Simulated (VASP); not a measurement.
# NaHF2 (R-3m) in VASP: a series of runs, part 2 of 3

VASP 6.6.1.

**3. Electric field gradients, LDA (11.76 Å³/atom)**

This run uses another cell than the first one, of 11.76 Å³/atom.

INCAR reads:

```
PREC     = Accurate       # precision mode
ENCUT    = 520            # plane-wave cutoff, eV
EDIFF    = 1E-8           # SCF threshold, eV
ISMEAR   = -1             # smearing method
SIGMA    = 0.02           # smearing width, eV
LREAL    = F              # projectors in reciprocal space
LASPH    = T              # aspherical terms in the spheres
NELM     = 60             # most SCF steps
ALGO     = Normal         # electronic algorithm
ISIF     = 2              # what is computed and relaxed
LWAVE    = F              # write WAVECAR
LCHARG   = F              # write CHGCAR
LEFG     = T            
NBANDS   = 19             # bands
```

KPOINTS reads:

```
regular mesh
0
Gamma
  10 10 10
```

POSCAR reads:

```
NaHF2
1.0
    1.7168445641      0.9912206713      4.6077364003
   -1.7168445641      0.9912206713      4.6077364003
    0.0000000000     -1.9824413425      4.6077364003
Na H F
1 1 2
Direct
    0.0000000000      0.0000000000      0.0000000000
    0.5000000000      0.5000000000      0.5000000000
    0.4100000000      0.4100000000      0.4100000000
    0.5900000000      0.5900000000      0.5900000000
```

Potentials or basis: VASP PAW LDA potentials, release 64 (Na_pv, H, F).

The run is started by

```bash
cat potpaw_LDA.64/Na_pv/POTCAR potpaw_LDA.64/H/POTCAR potpaw_LDA.64/F/POTCAR > POTCAR
mpirun -np 1 vasp_std > vasp.out
```

OUTCAR:

```text
PREC = Accurate
   ENCUT = 520
   EDIFF = 1E-8
   ISMEAR = -1
   LREAL = F
   LASPH = T
   NELM = 60
   ISIF = 2

 ion  position               nearest neighbor table
   1  0.000  0.000  0.000-   4 2.25   4 2.25   3 2.25   3 2.25   4 2.25   3 2.25
   2  0.500  0.500  0.500-   3 1.24   4 1.24
   3  0.410  0.410  0.410-   2 1.24   1 2.25   1 2.25   1 2.25
   4  0.590  0.590  0.590-   2 1.24   1 2.25   1 2.25   1 2.25

  LATTYP: Found a trigonal (rhomboedric) cell.
 ALAT       =     5.0161049043
 COS(alpha) =     0.7657073146

  Lattice vectors:

 A1 = (   1.7168445641,   0.9912206713,   4.6077364003)
 A2 = (  -1.7168445641,   0.9912206713,   4.6077364003)
 A3 = (   0.0000000000,  -1.9824413425,   4.6077364003)

Analysis of symmetry for initial positions (statically):
=====================================================================
 Subroutine PRICEL returns:
 Original cell was already a primitive cell.

 Routine SETGRP: Setting up the symmetry group for a
 trigonal (rhombohedral) supercell.

 Subroutine GETGRP returns: Found 12 space group operations
 (whereof 12 operations were pure point group operations)
 out of a pool of 12 trial point group operations.

The static configuration has the point symmetry D_3d.

Analysis of symmetry for dynamics (positions and initial velocities):
=====================================================================
 Subroutine PRICEL returns:
 Original cell was already a primitive cell.

 Routine SETGRP: Setting up the symmetry group for a
 trigonal (rhombohedral) supercell.

 Subroutine GETGRP returns: Found 12 space group operations
 (whereof 12 operations were pure point group operations)
 out of a pool of 12 trial point group operations.

The dynamic configuration has the point symmetry D_3d.

 Subroutine INISYM returns: Found 12 space group operations
 (whereof 12 operations are pure point group operations),
 and found     1 'primitive' translations

----------------------------------------------------------------------------------------

                                     Primitive cell

  volume of cell :      47.0479

  direct lattice vectors                    reciprocal lattice vectors
     1.716844564  0.991220671  4.607736400     0.291231956  0.168142848  0.072342101
    -1.716844564  0.991220671  4.607736400    -0.291231956  0.168142848  0.072342101
     0.000000000 -1.982441343  4.607736400     0.000000000 -0.336285696  0.072342101

  length of vectors
     5.016104904  5.016104904  5.016104904     0.343978850  0.343978850  0.343978850

  position of ions in fractional coordinates (direct lattice)
     0.000000000  0.000000000  0.000000000
     0.500000000  0.500000000  0.500000000
     0.410000000  0.410000000  0.410000000
     0.590000000  0.590000000  0.590000000

  ion indices of the primitive-cell ions
   primitive index   ion index
                 1           1
                 2           2
                 3           3
                 4           4

[... 82 lines left out ...]
   NELECT =      22.0000    total number of electrons
   NUPDOWN=      -1.0000    fix difference up-down
   EMIN   =  10.00;   EMAX   =-10.00  energy-range for DOS
   EFERMI =   0.00;   METHOD = LEGACY
   ISMEAR =    -1;   SIGMA  =   0.02  broadening in eV -4-tet -1-fermi 0-gaus
   EFERMI_NEDOS =   21; number of points for ismear=-14 and -15
   IALGO  =     38    algorithm
   IMIX   =      4    mixing-type and parameters
     AMIX     =   0.40;   BMIX     =  1.00
     AMIX_MAG =   1.60;   BMIX_MAG =  1.00
  volume/ion in A,a.u.               =      11.76        79.37
  Fermi-wavevector in a.u.,A,eV,Ry     =   1.270678  2.401234 21.968289  1.614624
  Thomas-Fermi vector in A             =   2.403653
   LORBIT       =      0    0 simple, 1 ext, 2 COOP (PROOUT), +10 PAW based schemes
   GGA     = CA    functional components
   LHFCALC =     F    Hartree Fock is set to
   AEXX    =    0.0000 exact exchange contribution
   IVDW    =     0    specifies the selected vdW correction
   LEPSILON=     F    determine dielectric tensor
   LRPA    =     F    only Hartree local field effects (RPA)
 non-spin polarized calculation
  energy-cutoff  :      520.00
  volume of cell :       47.05
 maximum number of plane-waves:      1286
 NGX is ok and might be reduce to    40
   NGX = 19   NGY = 19   NGZ = 19

 number of electron      22.0000001 magnetization

 Free energy of the ion-electron system (eV)
  ---------------------------------------------------
  ext. energy  EPLUGINS =         0.00000000
  ---------------------------------------------------
  free energy    TOTEN  =       -18.53572248 eV

  energy without entropy =      -18.53572248  energy(sigma->0) =      -18.53572248

 E-fermi :  -3.6951     XC(G=0):  -8.9267

 val. band max:       -4.2142468975   @ k =   0.5000   0.5000   0.5000
 cond. band min:       2.1799804515   @ k =   0.0000   0.0000   0.0000
 fundamental gap:      6.3942273490
 Fermi energy:        -3.6950570157

 k-point     1 :       0.0000    0.0000    0.0000
  band No.  band energies     occupation
      1     -23.9068      2.00000
      2     -23.2700      2.00000
      3     -22.1824      2.00000
      4     -22.1824      2.00000
      5     -21.9099      2.00000
      6      -8.6769      2.00000
[... 505 lines left out ...]
      6      -8.2034      2.00000
[... 11 lines left out ...]
     18      15.2985      0.00000
     19      15.6990      0.00000

 [... further k-points ...]
[... 5 lines left out ...]
  --------------------------------------------------------------------------------------
  -------------------------------------------------------------------------------------
  Total       -0.2983708     -0.2983708     -4.9206623      0.0000000     -0.0000000      0.0000000
  in kB      -10.1607712    -10.1607712   -167.5691019      0.0000000     -0.0000000      0.0000000
  external PRESSURE =     -62.6302148 kB  Pullay stress =       0.0000000 kB

 VOLUME and BASIS-vectors are now :
 -----------------------------------------------------------------------------
  energy-cutoff  :      520.00
  volume of cell :       47.05
      direct lattice vectors                 reciprocal lattice vectors
     1.716844564  0.991220671  4.607736400     0.291231956  0.168142848  0.072342101
    -1.716844564  0.991220671  4.607736400    -0.291231956  0.168142848  0.072342101
     0.000000000 -1.982441343  4.607736400     0.000000000 -0.336285696  0.072342101

 POSITION                                       TOTAL-FORCE (eV/Angst)
 -----------------------------------------------------------------------------------
      0.00000      0.00000      0.00000         0.000000     -0.000000     -0.000000
      0.00000      0.00000      6.91160         0.000000     -0.000000     -0.000000
      0.00000      0.00000      5.66752         0.000000      0.000000      2.073282
      0.00000      0.00000      8.15569         0.000000     -0.000000     -2.073282
 -----------------------------------------------------------------------------------
    total drift:                                0.000000      0.000000     -0.000000

  FREE ENERGIE OF THE ION-ELECTRON SYSTEM (eV)
  ---------------------------------------------------
  free  energy   TOTEN  =       -18.5357224764 eV

  energy  without entropy=      -18.5357224764  energy(sigma->0) =      -18.53572248

 Electric field gradients (V/A^2)
---------------------------------------------------------------------
 ion       V_xx      V_yy      V_zz      V_xy      V_xz      V_yz
---------------------------------------------------------------------
   1      -4.361    -4.361     8.723    -0.000    -0.000    -0.000
   2      -0.014    -0.014     0.028    -0.000     0.000     0.000
   3     -58.464   -58.464   116.927    -0.000     0.000    -0.000
   4     -58.464   -58.464   116.927     0.000    -0.000    -0.000
---------------------------------------------------------------------

 Electric field gradients after diagonalization (V/A^2)
 (convention: |V_zz| > |V_xx| > |V_yy|)
----------------------------------------------------------------------
 ion       V_xx      V_yy      V_zz     asymmetry (V_yy - V_xx)/ V_zz
----------------------------------------------------------------------
   1      -4.361    -4.361     8.723       0.000
   2      -0.014    -0.014     0.028       0.000
   3     -58.464   -58.464   116.927       0.000
   4     -58.464   -58.464   116.927       0.000
----------------------------------------------------------------------

           NMR quadrupolar parameters

 Cq : quadrupolar parameter    Cq=e*Q*V_zz/h
 eta: asymmetry parameters     (V_yy - V_xx)/ V_zz
 Q  : nuclear electric quadrupole moment in mb (millibarn)
----------------------------------------------------------------------
 ion       Cq(MHz)       eta       Q (mb)
----------------------------------------------------------------------
   1       0.021       0.000       1.000
   2       0.000       0.000       1.000
   3       0.283       0.000       1.000
   4       0.283       0.000       1.000
----------------------------------------------------------------------
```

Run time: 5.1 min. Hardware: 1 thread of Intel Xeon 8259CL, shared host; peak memory 0.25 GiB.

What came out:

```
Free energy                             : -18.5357 eV
Pressure                                : -6.3 GPa
Largest force                           : 2.073 eV/Å
Band gap on the k mesh                  : 6.39 eV (least direct gap 6.69 eV)
Largest electric field gradient by atom : Na +8.7; H +0.0; F +116.9 V/Å²
```

Forces in eV/Å, atoms in the order of the input:
```
Na   0.000  0.000  0.000
H    0.000  0.000  0.000
F    0.000  0.000  2.073
F    0.000  0.000 -2.073
```

Electric field gradients, principal values (V/Å²):
| atom | least | middle | greatest (by size) |
| --- | --- | --- | --- |
| 1 Na | -4.361 | -4.361 | 8.723 |
| 2 H | -0.014 | -0.014 | 0.028 |
| 3 F | -58.464 | -58.464 | 116.927 |
| 4 F | -58.464 | -58.464 | 116.927 |

Caveat: the stress differs along the axes, from -17 to -1 GPa; without QUAD_EFG the Cq values of the log hold for a quadrupole moment of 1 mb, not for the nuclei; forces of over 1 eV/Å act on the atoms, so gaps and moduli don't describe the material at rest. A k mesh can miss the band edges.

(Part 2 of 3 ends here.)
